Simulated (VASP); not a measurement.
Set up this calculation in VASP 6.6.1, as the native input.

| Item | Value |
| --- | --- |
| Task | single point |
| Functional | r2SCAN |
| Potentials or basis | VASP PAW PBE potentials, release 64 (Sc_sv, Al) |
| Cutoff | 520 eV |
| k mesh | 16 × 16 × 16 |
| Occupations | gaussian, width 0.1 eV |
| Spin | no spin polarisation |
| Dipole correction | no |
| Further INCAR settings | ALGO = Normal; EDIFF = 1e-07; NBANDS = 14 |

Crystal: ScAl.

```xyz
2
Lattice="3.5039 0.0000 0.0000 0.0000 3.5039 0.0000 0.0000 0.0000 3.5039" Properties=species:S:1:pos:R:3 pbc="T T T"
Sc    1.7519    1.7519    1.7519
Al    0.0000    0.0000    0.0000
```

This cell differs from its parent crystal: equal strain along all axes, cell held: +4.0 %.

These files were run (other wordings do the same):

POSCAR

```
ScAl
1.0
    3.5038589413      0.0000000000      0.0000000000
    0.0000000000      3.5038589413      0.0000000000
    0.0000000000      0.0000000000      3.5038589413
Sc Al
1 1
Direct
    0.5000000000      0.5000000000      0.5000000000
    0.0000000000      0.0000000000      0.0000000000
```

INCAR.step1

```
PREC = Accurate
ENCUT = 520
ISMEAR = 0
SIGMA = 0.1
LREAL = F
LASPH = T
NELM = 80
NBANDS = 14
GGA = PE
ALGO = Normal
EDIFF = 1E-4
LWAVE = T
LCHARG = F
```

INCAR.step2

```
PREC = Accurate
ENCUT = 520
EDIFF = 1E-7
ISMEAR = 0
SIGMA = 0.1
LREAL = F
LASPH = T
NELM = 80
ALGO = Normal
ISIF = 2
LWAVE = F
LCHARG = T
METAGGA = R2SCAN
LMIXTAU = T
LELF = T
LVHAR = T
NBANDS = 14
ISTART = 1
```

KPOINTS

```
Automatic mesh
0
Gamma
  16 16 16
```

Potentials or basis: VASP PAW PBE potentials, release 64 (Sc_sv, Al).

The run is started by

```bash
$ cat potpaw_PBE.64/Sc_sv/POTCAR potpaw_PBE.64/Al/POTCAR > POTCAR
$ cp INCAR.step1 INCAR
$ mpirun -np 1 vasp_std > vasp.out
$ cp INCAR.step2 INCAR
$ mpirun -np 1 vasp_std > vasp.out
```

It gave:

```
Pressure               : -7.4 GPa
Band gap on the k mesh : zero (band 7 reaches 5.65 eV, above the bottom of band 8 at 4.43 eV)
```

Caveat: the cell differs from its parent crystal (equal strain along all axes, cell held: +4.0 %); the PAW data sets were made with another functional, which shifts forces and pressure a little.

It took 7.8 min on 1 thread of Intel(R) Xeon(R) Platinum 8488C (Sapphire Rapids), on a shared host, peak memory 0.24 GiB.
